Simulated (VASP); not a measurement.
# Rb3N2 (P4/mmm) in VASP: density of states with PBE

Aim: the density of states of Rb3N2 with PBE.

Everything below comes from runs of VASP 6.6.1. Logs are shortened: lines on timing, memory, paths and dates and some standing lists are left out, and cuts for length are marked.

### 1 The cell of the first run

The structure is tetragonal, space group P4/mmm (No. 123). Conventional cell: a = 5.155 Å, b = 5.155 Å, c = 8.271 Å, α = 90.00°, β = 90.00°, γ = 90.00°. Within 4.0 Å of Rb (site symmetry 4mm) lie 4 N at 3.07 Å and 1 Rb at 3.35 Å. Rb (site symmetry 4/mmm) has 4 N at 2.58 Å within 3.4 Å. Within 3.4 Å of N (site symmetry mmm) lie 6 Rb at 2.58 to 3.07 Å.

### 2 Density of states, PBE

POSCAR

```
Rb3N2
1.0
    5.1550946400      0.0000000000      0.0000000000
    0.0000000000      5.1550946400      0.0000000000
    0.0000000000      0.0000000000      8.2712537774
Rb N
3 2
Direct
    0.0000000000      0.0000000000      0.2977297524
    0.0000000000      0.0000000000      0.7022702476
    0.5000000000      0.5000000000      0.5000000000
    0.0000000000      0.5000000000      0.5000000000
    0.5000000000      0.0000000000      0.5000000000
```

INCAR.step1

```
PREC = Accurate ; ENCUT = 520
EDIFF = 1E-6 ; ISMEAR = 0
SIGMA = 0.1 ; LREAL = False
LASPH = True ; NELM = 100
ALGO = Normal ; ISIF = 2
LWAVE = False ; LCHARG = True
GGA = PE ; NBANDS = 26
```

KPOINTS.step1

```
Automatic mesh
0
Gamma
  8 8 6
```

INCAR.step2

```
PREC = Accurate ; ENCUT = 520
EDIFF = 1E-6 ; ISMEAR = -5
SIGMA = 0.1 ; LREAL = False
LASPH = True ; NELM = 100
ALGO = Normal ; ISIF = 2
LWAVE = False ; LCHARG = False
GGA = PE ; LORBIT = 11
NBANDS = 26 ; NEDOS = 2001
ICHARG = 11
```

KPOINTS.step2

```
Automatic mesh
0
Gamma
  12 12 9
```

Potentials or basis: VASP PAW PBE potentials, release 64 (Rb_sv, N).

Launch:

```bash
$ cat potpaw_PBE.64/Rb_sv/POTCAR potpaw_PBE.64/N/POTCAR > POTCAR
$ cp INCAR.step1 INCAR
$ cp KPOINTS.step1 KPOINTS
$ mpirun -np 1 vasp_std > vasp.out
$ cp INCAR.step2 INCAR
$ cp KPOINTS.step2 KPOINTS
$ mpirun -np 1 vasp_std > vasp.out
```

OUTCAR:

```text
PREC = Accurate
   ENCUT = 520
   EDIFF = 1E-6
   ISMEAR = -5
   LREAL = False
   LASPH = True
   NELM = 100
   ISIF = 2
   GGA = PE
   LORBIT = 11
   ICHARG = 11

 ion  position               nearest neighbor table
   1  0.000  0.000  0.298-   4 3.07   5 3.07   4 3.07   5 3.07   2 3.35   3 4.01   3 4.01   3 4.01
                             3 4.01   2 4.93
   2  0.000  0.000  0.702-   4 3.07   5 3.07   4 3.07   5 3.07   1 3.35   3 4.01   3 4.01   3 4.01
                             3 4.01   1 4.93
   3  0.500  0.500  0.500-   4 2.58   5 2.58   5 2.58   4 2.58   1 4.01   2 4.01   1 4.01   1 4.01
                             2 4.01   2 4.01   1 4.01   2 4.01
   4  0.000  0.500  0.500-   3 2.58   3 2.58   1 3.07   1 3.07   2 3.07   2 3.07
   5  0.500  0.000  0.500-   3 2.58   3 2.58   1 3.07   2 3.07   1 3.07   2 3.07

  LATTYP: Found a simple tetragonal cell.
 ALAT       =     5.1550946400
 C/A-ratio  =     1.6044814606

  Lattice vectors:

 A1 = (   5.1550946400,   0.0000000000,   0.0000000000)
 A2 = (   0.0000000000,   5.1550946400,   0.0000000000)
 A3 = (   0.0000000000,   0.0000000000,   8.2712537774)

Analysis of symmetry for initial positions (statically):
=====================================================================
 Subroutine PRICEL returns:
 Original cell was already a primitive cell.

 Routine SETGRP: Setting up the symmetry group for a
 simple tetragonal supercell.

 Subroutine GETGRP returns: Found 16 space group operations
 (whereof 16 operations were pure point group operations)
 out of a pool of 16 trial point group operations.

The static configuration has the point symmetry D_4h.

Analysis of symmetry for dynamics (positions and initial velocities):
=====================================================================
 Subroutine PRICEL returns:
 Original cell was already a primitive cell.

 Routine SETGRP: Setting up the symmetry group for a
 simple tetragonal supercell.

 Subroutine GETGRP returns: Found 16 space group operations
 (whereof 16 operations were pure point group operations)
 out of a pool of 16 trial point group operations.

The dynamic configuration has the point symmetry D_4h.

 Subroutine INISYM returns: Found 16 space group operations
 (whereof 16 operations are pure point group operations),
 and found     1 'primitive' translations

----------------------------------------------------------------------------------------

                                     Primitive cell

  volume of cell :     219.8086

  direct lattice vectors                    reciprocal lattice vectors
     5.155094640  0.000000000  0.000000000     0.193982860  0.000000000  0.000000000
     0.000000000  5.155094640  0.000000000     0.000000000  0.193982860  0.000000000
     0.000000000  0.000000000  8.271253777     0.000000000  0.000000000  0.120900655

  length of vectors
     5.155094640  5.155094640  8.271253777     0.193982860  0.193982860  0.120900655

  position of ions in fractional coordinates (direct lattice)
     0.000000000  0.000000000  0.297729752
     0.000000000  0.000000000  0.702270248
     0.500000000  0.500000000  0.500000000
     0.000000000  0.500000000  0.500000000
     0.500000000  0.000000000  0.500000000

  ion indices of the primitive-cell ions
   primitive index   ion index
                 1           1
                 2           2
                 3           3
                 4           4
                 5           5

----------------------------------------------------------------------------------------

 KPOINTS: Automatic mesh

Automatic generation of k-mesh.
 Grid dimensions read from file:
 generate k-points for:   12   12    9

 Generating k-lattice:

  Cartesian coordinates                     Fractional coordinates (reciprocal lattice)
     0.016165238  0.000000000  0.000000000     0.083333333  0.000000000  0.000000000
     0.000000000  0.016165238  0.000000000     0.000000000  0.083333333  0.000000000
     0.000000000  0.000000000  0.013433406     0.000000000  0.000000000  0.111111111

  Length of vectors
     0.016165238  0.016165238  0.013433406

  Shift w.r.t. Gamma in fractional coordinates (k-lattice)
     0.000000000  0.000000000  0.000000000

 TETIRR: Found   1950 inequivalent tetrahedra from     7776

 Subroutine IBZKPT returns following result:
 ===========================================

 Found    140 irreducible k-points:

 Following reciprocal coordinates:
            Coordinates               Weight
  0.000000  0.000000  0.000000      1.000000
  0.083333  0.000000  0.000000      4.000000
  0.166667  0.000000  0.000000      4.000000
  0.250000  0.000000  0.000000      4.000000
  0.333333  0.000000  0.000000      4.000000
  0.416667  0.000000  0.000000      4.000000
[... 16 lines left out ...]
  0.333333  0.333333  0.000000      4.000000
  0.416667  0.333333  0.000000      8.000000
 [... further k-points ...]
   k-points           NKPTS =    140   k-points in BZ     NKDIM =    140   number of bands    NBANDS=     26
   number of dos      NEDOS =   2001   number of ions     NIONS =      5
   total plane-waves  NPLWV = 102400
   dimension x,y,z NGX =    40 NGY =   40 NGZ =   64
   dimension x,y,z NGXF=    80 NGYF=   80 NGZF=  128
   ions per type =               3   2
   NGX,Y,Z   is equivalent  to a cutoff of  12.90, 12.90, 12.86 a.u.
   NGXF,Y,Z  is equivalent  to a cutoff of  25.80, 25.80, 25.73 a.u.
 SYSTEM =  unknown system
   PREC   = accura    normal or accurate (medium, high low for compatibility)
   ISTART =      0    job   : 0-new  1-cont  2-samecut
   ICHARG =     11    charge: 1-file 2-atom 10-const
   ISPIN  =      1    spin polarized calculation?
   LNONCOLLINEAR =      F non collinear calculations
   LSORBIT =      F    spin-orbit coupling
   LASPH  =      T    aspherical Exc in radial PAW
   ENCUT  =  520.0 eV  38.22 Ry    6.18 a.u.   9.59  9.59 15.38*2*pi/ulx,y,z
   NELM   =    100;   NELMIN=  2; NELMDL=  0     # of ELM steps
   EDIFF  = 0.1E-05   stopping-criterion for ELM
   LREAL  =      F    real-space projection
   EDIFFG = 0.1E-04   stopping-criterion for IOM
   NSW    =      0    number of steps for IOM
   IBRION =     -1    ionic relax: 0-MD 1-quasi-New 2-CG
   NFREE  =      0    steps in history (QN), initial steepest desc. (CG)
   ISIF   =      2    stress and relaxation
   ISYM   =      2    0-nonsym 1-usesym 2-fastsym
   POTIM  = 0.5000    time-step for ionic-motion
   TEBEG  =    0.0;   TEEND  =   0.0 temperature during run
   PSTRESS=    0.0 pullay stress
   NELECT =      37.0000    total number of electrons
   NUPDOWN=      -1.0000    fix difference up-down
   EMIN   =  10.00;   EMAX   =-10.00  energy-range for DOS
   EFERMI =   0.00;   METHOD = LEGACY
   ISMEAR =    -5;   SIGMA  =   0.10  broadening in eV -4-tet -1-fermi 0-gaus
   EFERMI_NEDOS =   21; number of points for ismear=-14 and -15
   IALGO  =     38    algorithm
   IMIX   =      4    mixing-type and parameters
     AMIX     =   0.40;   BMIX     =  1.00
     AMIX_MAG =   1.60;   BMIX_MAG =  1.00
  volume/ion in A,a.u.               =      43.96       296.67
  Fermi-wavevector in a.u.,A,eV,Ry     =   0.903914  1.708150 11.116787  0.817061
  Thomas-Fermi vector in A             =   2.027298
   LORBIT       =     11    0 simple, 1 ext, 2 COOP (PROOUT), +10 PAW based schemes
   GGA     = PE    functional components
   LHFCALC =     F    Hartree Fock is set to
   AEXX    =    0.0000 exact exchange contribution
   IVDW    =     0    specifies the selected vdW correction
   LEPSILON=     F    determine dielectric tensor
   LRPA    =     F    only Hartree local field effects (RPA)
 non-spin polarized calculation
 Fermi weights with tetrahedron method with Bloechl corrections
  energy-cutoff  :      520.00
  volume of cell :      219.81
 maximum number of plane-waves:      5975
 NGX is ok and might be reduce to    40

 number of electron      36.9999998 magnetization

 Free energy of the ion-electron system (eV)
  ---------------------------------------------------
  ext. energy  EPLUGINS =         0.00000000
  ---------------------------------------------------
  free energy    TOTEN  =       -13.32634049 eV

  energy without entropy =      -13.32634049  energy(sigma->0) =      -13.32634049

 E-fermi :  -0.4033     XC(G=0):  -5.8534

 val. band max:       -0.4027436056   @ k =   0.5000   0.2500   0.3333
 cond. band min:      -0.4039522431   @ k =   0.4167   0.0833   0.3333
 fundamental gap:     -0.0012086375
 Fermi energy:        -0.4032962256

 k-point     1 :       0.0000    0.0000    0.0000
  band No.  band energies     occupation
      1     -27.3610      2.00000
      2     -27.2770      2.00000
      3     -26.0048      2.00000
      4     -12.4074      2.00000
      5     -11.6394      2.00000
      6     -11.4900      2.00000
[... 18 lines left out ...]
     25       4.8859      0.00000
     26       4.9750      0.00000

 k-point     2 :       0.0833    0.0000    0.0000
  band No.  band energies     occupation
      1     -27.3608      2.00000
      2     -27.2769      2.00000
      3     -26.0045      2.00000
      4     -12.4193      2.00000
      5     -11.7773      2.00000
      6     -11.4873      2.00000
[... 18 lines left out ...]
     25       4.8692      0.00000
     26       4.9833      0.00000

 k-point     3 :       0.1667    0.0000    0.0000
  band No.  band energies     occupation
      1     -27.3603      2.00000
      2     -27.2767      2.00000
      3     -26.0039      2.00000
      4     -12.4600      2.00000
      5     -11.9611      2.00000
      6     -11.4799      2.00000
[... 572 lines left out ...]
 k-point    23 :       0.3333    0.3333    0.0000
  band No.  band energies     occupation
      1     -27.3576      2.00000
      2     -27.2753      2.00000
      3     -25.9984      2.00000
      4     -12.6938      2.00000
      5     -12.6328      2.00000
      6     -11.8831      2.00000
[... 18 lines left out ...]
     25       4.0365      0.00000
     26       4.6458      0.00000

 k-point    24 :       0.4167    0.3333    0.0000
  band No.  band energies     occupation
      1     -27.3573      2.00000
      2     -27.2751      2.00000
      3     -25.9974      2.00000
      4     -12.7545      2.00000
      5     -12.6746      2.00000
      6     -11.9116      2.00000
[... 18 lines left out ...]
     25       3.9786      0.00000
     26       4.6614      0.00000

 [... further k-points ...]
[... 5 lines left out ...]
  --------------------------------------------------------------------------------------
  -------------------------------------------------------------------------------------
  Total       -0.0875390     -0.0875390     -0.2020299      0.0000000     -0.0000000      0.0000000
  in kB       -0.6380688     -0.6380688     -1.4725894      0.0000000     -0.0000000      0.0000000
  external PRESSURE =      -0.9162424 kB  Pullay stress =       0.0000000 kB

 VOLUME and BASIS-vectors are now :
 -----------------------------------------------------------------------------
  energy-cutoff  :      520.00
  volume of cell :      219.81
      direct lattice vectors                 reciprocal lattice vectors
     5.155094640  0.000000000  0.000000000     0.193982860  0.000000000  0.000000000
     0.000000000  5.155094640  0.000000000     0.000000000  0.193982860  0.000000000
     0.000000000  0.000000000  8.271253777     0.000000000  0.000000000  0.120900655

 POSITION                                       TOTAL-FORCE (eV/Angst)
 -----------------------------------------------------------------------------------
      0.00000      0.00000      2.46260        -0.000000      0.000000     -0.034006
      0.00000      0.00000      5.80866        -0.000000      0.000000      0.034006
      2.57755      2.57755      4.13563         0.000000      0.000000      0.000000
      0.00000      2.57755      4.13563         0.000000      0.000000      0.000000
      2.57755      0.00000      4.13563         0.000000      0.000000      0.000000
 -----------------------------------------------------------------------------------
    total drift:                                0.000000      0.000000     -0.000000

  FREE ENERGIE OF THE ION-ELECTRON SYSTEM (eV)
  ---------------------------------------------------
  free  energy   TOTEN  =       -13.3263404932 eV

  energy  without entropy=      -13.3263404932  energy(sigma->0) =      -13.32634049

 total charge

# of ion       s       p       d       tot
------------------------------------------
    1        1.951   5.327   0.040   7.318
    2        1.951   5.327   0.040   7.318
    3        1.962   5.281   0.106   7.348
    4        1.314   2.108   0.000   3.422
    5        1.314   2.108   0.000   3.422
--------------------------------------------------
tot          8.492  20.152   0.185  28.829
```

It took 5.6 min on 1 thread of Intel Xeon 6975P-C (Granite Rapids), shared host; peak memory 0.74 GiB.

What came out:

| Property | Result |
| --- | --- |
| Valence electrons inside the program's atomic spheres | Rb 7.32, 7.35; N 3.42 |

Caveat: tetrahedron occupations give inexact forces and stress in metals.
